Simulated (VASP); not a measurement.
# Si2W (I4/mmm) in VASP: single point with PBEsol

Aim: the single point of Si2W with PBEsol.

All numbers are computed with VASP 6.6.1; they aren't measurements. Logs are shortened: lines on timing, memory, paths and dates and some standing lists are left out, and cuts for length are marked.

### 1 The cell of the first run

Symmetry: I4/mmm, No. 139, tetragonal system. The conventional cell has a = 3.203 Å, b = 3.203 Å, c = 7.816 Å, α = 90.00°, β = 90.00°, γ = 90.00°. Within 3.4 Å of Si (site symmetry 4mm) lie 9 Si at 2.59 to 3.20 Å and 5 W at 2.61 Å. W (site symmetry 4/mmm) has 10 Si at 2.61 Å and 4 W at 3.20 Å within 3.4 Å.

### 2 Single point, PBEsol

The input, INCAR:

```
PREC = Accurate
ENCUT = 500
EDIFF = 1E-6
ISMEAR = 0
SIGMA = 0.1
LREAL = F
LASPH = T
NELM = 120
ALGO = Normal
ISIF = 2
LWAVE = F
LCHARG = F
GGA = PS
NBANDS = 18
GGA_COMPAT = F
```

The input, KPOINTS:

```
regular mesh
0
Gamma
  6 6 6
```

The input, POSCAR:

```
Si2W
1.0
   -1.6014331090      1.6014331090      3.9081615008
    1.6014331090     -1.6014331090      3.9081615008
    1.6014331090      1.6014331090     -3.9081615008
Si W
2 1
Direct
    0.3345098644      0.3345098644      0.0000000000
    0.6654901356      0.6654901356      0.0000000000
    0.0000000000      0.0000000000      0.0000000000
```

Potentials or basis: VASP PAW PBE potentials, release 64 (Si, W_sv).

Command:

```
$ cat potpaw_PBE.64/Si/POTCAR potpaw_PBE.64/W_sv/POTCAR > POTCAR
$ mpirun -np 1 vasp_std > vasp.out
```

OUTCAR:

```text
PREC = Accurate
   ENCUT = 500
   EDIFF = 1E-6
   ISMEAR = 0
   LREAL = F
   LASPH = T
   NELM = 120
   ISIF = 2
   GGA = PS

 ion  position               nearest neighbor table
   1  0.335  0.335  0.000-   2 2.59   3 2.61   3 2.61   3 2.61   3 2.61   3 2.61   2 2.62   2 2.62
                             2 2.62   2 2.62
   2  0.665  0.665  0.000-   1 2.59   3 2.61   3 2.61   3 2.61   3 2.61   3 2.61   1 2.62   1 2.62
                             1 2.62   1 2.62
   3  0.000  0.000  0.000-   2 2.61   2 2.61   2 2.61   1 2.61   2 2.61   1 2.61   1 2.61   1 2.61
                             1 2.61   2 2.61

  LATTYP: Found a body centered tetragonal cell.
 ALAT       =     3.2028662180
 C/A-ratio  =     2.4404150750

  Lattice vectors:

 A1 = (  -1.6014331090,   1.6014331090,   3.9081615008)
 A2 = (   1.6014331090,  -1.6014331090,   3.9081615008)
 A3 = (   1.6014331090,   1.6014331090,  -3.9081615008)

Analysis of symmetry for initial positions (statically):
=====================================================================
 Subroutine PRICEL returns:
 Original cell was already a primitive cell.

 Routine SETGRP: Setting up the symmetry group for a
 body centered tetragonal supercell.

 Subroutine GETGRP returns: Found 16 space group operations
 (whereof 16 operations were pure point group operations)
 out of a pool of 16 trial point group operations.

The static configuration has the point symmetry D_4h.

Analysis of symmetry for dynamics (positions and initial velocities):
=====================================================================
 Subroutine PRICEL returns:
 Original cell was already a primitive cell.

 Routine SETGRP: Setting up the symmetry group for a
 body centered tetragonal supercell.

 Subroutine GETGRP returns: Found 16 space group operations
 (whereof 16 operations were pure point group operations)
 out of a pool of 16 trial point group operations.

The dynamic configuration has the point symmetry D_4h.

 Subroutine INISYM returns: Found 16 space group operations
 (whereof 16 operations are pure point group operations),
 and found     1 'primitive' translations

----------------------------------------------------------------------------------------

                                     Primitive cell

  volume of cell :      40.0913

  direct lattice vectors                    reciprocal lattice vectors
    -1.601433109  1.601433109  3.908161501     0.000000000  0.312220346  0.127937395
     1.601433109 -1.601433109  3.908161501     0.312220346  0.000000000  0.127937395
     1.601433109  1.601433109 -3.908161501     0.312220346  0.312220346  0.000000000

  length of vectors
     4.516957197  4.516957197  4.516957197     0.337415947  0.337415947  0.441546248

  position of ions in fractional coordinates (direct lattice)
     0.334509864  0.334509864  0.000000000
     0.665490136  0.665490136  0.000000000
     0.000000000  0.000000000  0.000000000

  ion indices of the primitive-cell ions
   primitive index   ion index
                 1           1
                 2           2
                 3           3

----------------------------------------------------------------------------------------

 KPOINTS: regular mesh

Automatic generation of k-mesh.
 Grid dimensions read from file:
 generate k-points for:    6    6    6

 Generating k-lattice:

  Cartesian coordinates                     Fractional coordinates (reciprocal lattice)
     0.000000000  0.052036724  0.021322899     0.166666667 -0.000000000  0.000000000
     0.052036724  0.000000000  0.021322899    -0.000000000  0.166666667  0.000000000
     0.052036724  0.052036724  0.000000000     0.000000000  0.000000000  0.166666667

  Length of vectors
     0.056235991  0.056235991  0.073591041

  Shift w.r.t. Gamma in fractional coordinates (k-lattice)
     0.000000000  0.000000000  0.000000000

 Subroutine IBZKPT returns following result:
 ===========================================

 Found     30 irreducible k-points:

 Following reciprocal coordinates:
            Coordinates               Weight
  0.000000  0.000000  0.000000      1.000000
  0.166667  0.000000  0.000000      8.000000
  0.333333  0.000000 -0.000000      8.000000
  0.500000  0.000000  0.000000      4.000000
  0.166667  0.166667  0.000000      8.000000
  0.333333  0.166667 -0.000000     16.000000
[... 16 lines left out ...]
 -0.333333 -0.333333  0.166667      8.000000
 -0.166667 -0.333333  0.166667      8.000000
 [... further k-points ...]
   k-points           NKPTS =     30   k-points in BZ     NKDIM =     30   number of bands    NBANDS=     18
   number of dos      NEDOS =    301   number of ions     NIONS =      3
   total plane-waves  NPLWV =  46656
   dimension x,y,z NGX =    36 NGY =   36 NGZ =   36
   dimension x,y,z NGXF=    72 NGYF=   72 NGZF=   72
   ions per type =               2   1
   NGX,Y,Z   is equivalent  to a cutoff of  13.25, 13.25, 13.25 a.u.
   NGXF,Y,Z  is equivalent  to a cutoff of  26.50, 26.50, 26.50 a.u.
 SYSTEM =  unknown system
   PREC   = accura    normal or accurate (medium, high low for compatibility)
   ISTART =      0    job   : 0-new  1-cont  2-samecut
   ICHARG =      2    charge: 1-file 2-atom 10-const
   ISPIN  =      1    spin polarized calculation?
   LNONCOLLINEAR =      F non collinear calculations
   LSORBIT =      F    spin-orbit coupling
   LASPH  =      T    aspherical Exc in radial PAW
   ENCUT  =  500.0 eV  36.75 Ry    6.06 a.u.   8.24  8.24  8.24*2*pi/ulx,y,z
   NELM   =    120;   NELMIN=  2; NELMDL= -5     # of ELM steps
   EDIFF  = 0.1E-05   stopping-criterion for ELM
   LREAL  =      F    real-space projection
   EDIFFG = 0.1E-04   stopping-criterion for IOM
   NSW    =      0    number of steps for IOM
   IBRION =     -1    ionic relax: 0-MD 1-quasi-New 2-CG
   NFREE  =      0    steps in history (QN), initial steepest desc. (CG)
   ISIF   =      2    stress and relaxation
   ISYM   =      2    0-nonsym 1-usesym 2-fastsym
   POTIM  = 0.5000    time-step for ionic-motion
   TEBEG  =    0.0;   TEEND  =   0.0 temperature during run
   PSTRESS=    0.0 pullay stress
   NELECT =      22.0000    total number of electrons
   NUPDOWN=      -1.0000    fix difference up-down
   EMIN   =  10.00;   EMAX   =-10.00  energy-range for DOS
   EFERMI =   0.00;   METHOD = LEGACY
   ISMEAR =     0;   SIGMA  =   0.10  broadening in eV -4-tet -1-fermi 0-gaus
   EFERMI_NEDOS =   21; number of points for ismear=-14 and -15
   IALGO  =     38    algorithm
   IMIX   =      4    mixing-type and parameters
     AMIX     =   0.40;   BMIX     =  1.00
     AMIX_MAG =   1.60;   BMIX_MAG =  1.00
  volume/ion in A,a.u.               =      13.36        90.18
  Fermi-wavevector in a.u.,A,eV,Ry     =   1.340291  2.532782 24.441225  1.796379
  Thomas-Fermi vector in A             =   2.468615
   LORBIT       =      0    0 simple, 1 ext, 2 COOP (PROOUT), +10 PAW based schemes
   GGA     = PS    functional components
   LHFCALC =     F    Hartree Fock is set to
   AEXX    =    0.0000 exact exchange contribution
   IVDW    =     0    specifies the selected vdW correction
   LEPSILON=     F    determine dielectric tensor
   LRPA    =     F    only Hartree local field effects (RPA)
 non-spin polarized calculation
 Gauss-broadening in eV      SIGMA  =   0.10
  energy-cutoff  :      500.00
  volume of cell :       40.09
 maximum number of plane-waves:      1034
 NGX is ok and might be reduce to    36
   NGX = 17   NGY = 17   NGZ = 17

 number of electron      21.9999999 magnetization

 Free energy of the ion-electron system (eV)
  ---------------------------------------------------
  ext. energy  EPLUGINS =         0.00000000
  ---------------------------------------------------
  free energy    TOTEN  =       -26.64578489 eV

  energy without entropy =      -26.64569090  energy(sigma->0) =      -26.64573790

 E-fermi :  11.9669     XC(G=0): -12.6471

 val. band max:       11.7811107779   @ k =  -0.3333   0.3333   0.3333
 cond. band min:      12.1615965378   @ k =  -0.3333   0.5000   0.3333
 fundamental gap:      0.3804857599
 Fermi energy:        11.9669414907

 k-point     1 :       0.0000    0.0000    0.0000
  band No.  band energies     occupation
      1     -61.7980      2.00000
      2     -26.0796      2.00000
      3     -26.0413      2.00000
      4     -26.0413      2.00000
      5      -2.1613      2.00000
      6       5.0647      2.00000
[... 10 lines left out ...]
     17      17.7323      0.00000
     18      17.7323      0.00000

 k-point     2 :       0.1667    0.0000    0.0000
  band No.  band energies     occupation
      1     -61.7960      2.00000
      2     -26.0990      2.00000
      3     -26.0753      2.00000
      4     -26.0360      2.00000
      5      -1.6320      2.00000
      6       5.0639      2.00000
[... 10 lines left out ...]
     17      18.0832      0.00000
     18      19.2657      0.00000

 k-point     3 :       0.3333    0.0000   -0.0000
  band No.  band energies     occupation
      1     -61.7920      2.00000
      2     -26.2127      2.00000
      3     -26.0665      2.00000
      4     -26.0255      2.00000
      5      -0.1495      2.00000
      6       4.1076      2.00000
[... 10 lines left out ...]
     17      19.2567      0.00000
     18      20.8100      0.00000

 k-point     4 :       0.5000    0.0000    0.0000
  band No.  band energies     occupation
      1     -61.7899      2.00000
      2     -26.2687      2.00000
      3     -26.0621      2.00000
      4     -26.0202      2.00000
      5       1.8580      2.00000
      6       2.1000      2.00000
[... 10 lines left out ...]
     17      18.4503      0.00000
     18      18.7518      0.00000

 k-point     5 :       0.1667    0.1667    0.0000
  band No.  band energies     occupation
      1     -61.7940      2.00000
      2     -26.0959      2.00000
      3     -26.0905      2.00000
      4     -26.0720      2.00000
      5      -0.9801      2.00000
      6       4.5442      2.00000
[... 10 lines left out ...]
     17      18.5146      0.00000
     18      19.8564      0.00000

 k-point     6 :       0.3333    0.1667   -0.0000
  band No.  band energies     occupation
      1     -61.7900      2.00000
      2     -26.2055      2.00000
      3     -26.0811      2.00000
      4     -26.0626      2.00000
      5       0.5295      2.00000
      6       3.8722      2.00000
[... 10 lines left out ...]
     17      19.2292      0.00000
     18      20.4209      0.00000

 k-point     7 :       0.5000    0.1667    0.0000
  band No.  band energies     occupation
      1     -61.7880      2.00000
      2     -26.2606      2.00000
      3     -26.0749      2.00000
      4     -26.0562      2.00000
      5       1.9924      2.00000
      6       2.5571      2.00000
[... 10 lines left out ...]
     17      19.4276      0.00000
     18      20.7824      0.00000

 k-point     8 :      -0.3333    0.1667    0.0000
  band No.  band energies     occupation
      1     -61.7900      2.00000
      2     -26.2052      2.00000
      3     -26.0808      2.00000
      4     -26.0593      2.00000
      5       0.0216      2.00000
      6       4.7205      2.00000
[... 10 lines left out ...]
     17      18.4111      0.00000
     18      19.6744      0.00000
[... 229 lines left out ...]
     17      18.3971      0.00000
     18      20.3251      0.00000

 k-point    20 :       0.5000    0.5000    0.1667
  band No.  band energies     occupation
      1     -61.7860      2.00000
      2     -26.1918      2.00000
      3     -26.1892      2.00000
      4     -26.0528      2.00000
      5       2.4989      2.00000
      6       2.8841      2.00000
[... 10 lines left out ...]
     17      19.0066      0.00000
     18      21.0115      0.00000

 k-point    21 :      -0.3333    0.5000    0.1667
  band No.  band energies     occupation
      1     -61.7900      2.00000
      2     -26.2056      2.00000
      3     -26.0813      2.00000
      4     -26.0661      2.00000
      5       1.3566      2.00000
      6       3.0375      2.00000
[... 10 lines left out ...]
     17      19.9356      0.00000
     18      21.1326      0.00000

 k-point    22 :      -0.1667    0.5000    0.1667
  band No.  band energies     occupation
      1     -61.7919      2.00000
      2     -26.2130      2.00000
      3     -26.0710      2.00000
      4     -26.0258      2.00000
      5       0.5916      2.00000
      6       3.3324      2.00000
[... 10 lines left out ...]
     17      18.2791      0.00000
     18      20.6623      0.00000

 k-point    23 :      -0.3333   -0.3333    0.1667
  band No.  band energies     occupation
      1     -61.7939      2.00000
      2     -26.0961      2.00000
      3     -26.0914      2.00000
      4     -26.0788      2.00000
      5      -0.1512      2.00000
      6       2.9653      2.00000
[... 10 lines left out ...]
     17      18.9862      0.00000
     18      20.7202      0.00000

 k-point    24 :      -0.1667   -0.3333    0.1667
  band No.  band energies     occupation
      1     -61.7959      2.00000
      2     -26.0997      2.00000
      3     -26.0818      2.00000
      4     -26.0365      2.00000
      5      -1.0316      2.00000
      6       3.4764      2.00000
[... 10 lines left out ...]
     17      19.0284      0.00000
     18      19.2146      0.00000

 [... further k-points ...]

------------------------ aborting loop because EDIFF is reached ----------------------------------------

  FORCE on cell =-STRESS in cart. coord.  units (eV):
  Direction    XX          YY          ZZ          XY          YZ          ZX
  --------------------------------------------------------------------------------------
  -------------------------------------------------------------------------------------
  Total        0.0511617      0.0511617      0.0047122      0.0000000      0.0000000      0.0000000
  in kB        2.0445853      2.0445853      0.1883131      0.0000000      0.0000000      0.0000000
  external PRESSURE =       1.4258279 kB  Pullay stress =       0.0000000 kB

 VOLUME and BASIS-vectors are now :
 -----------------------------------------------------------------------------
  energy-cutoff  :      500.00
  volume of cell :       40.09
      direct lattice vectors                 reciprocal lattice vectors
    -1.601433109  1.601433109  3.908161501     0.000000000  0.312220346  0.127937395
     1.601433109 -1.601433109  3.908161501     0.312220346  0.000000000  0.127937395
     1.601433109  1.601433109 -3.908161501     0.312220346  0.312220346  0.000000000

 POSITION                                       TOTAL-FORCE (eV/Angst)
 -----------------------------------------------------------------------------------
      0.00000      0.00000      2.61464         0.000000      0.000000     -0.015781
      0.00000      0.00000      5.20169        -0.000000     -0.000000      0.015781
      0.00000      0.00000      0.00000        -0.000000     -0.000000      0.000000
 -----------------------------------------------------------------------------------
    total drift:                                0.000000     -0.000000     -0.000000

  FREE ENERGIE OF THE ION-ELECTRON SYSTEM (eV)
  ---------------------------------------------------
  free  energy   TOTEN  =       -26.6457848909 eV

  energy  without entropy=      -26.6456909019  energy(sigma->0) =      -26.64573790
```

Run time: 16 s. Hardware: 1 thread of AMD EPYC 9R45 (Zen 5), shared host; peak memory 0.18 GiB.

What came out:

| Quantity | Value |
| --- | --- |
| Free energy | -26.6458 eV |
| Pressure | 0.1 GPa |
| Largest force | 0.016 eV/Å |
| Band gap on the k mesh | zero (bands 11 and 12 overlap by 1.28 eV) |

Forces in eV/Å, atoms in the order of the input:
```
Si   0.000  0.000 -0.016
Si   0.000  0.000  0.016
W    0.000  0.000  0.000
```

Caveat: the PAW data sets were made with another functional, which shifts forces and pressure a little; spin-orbit coupling is left out, which moves the levels of the heavy elements.
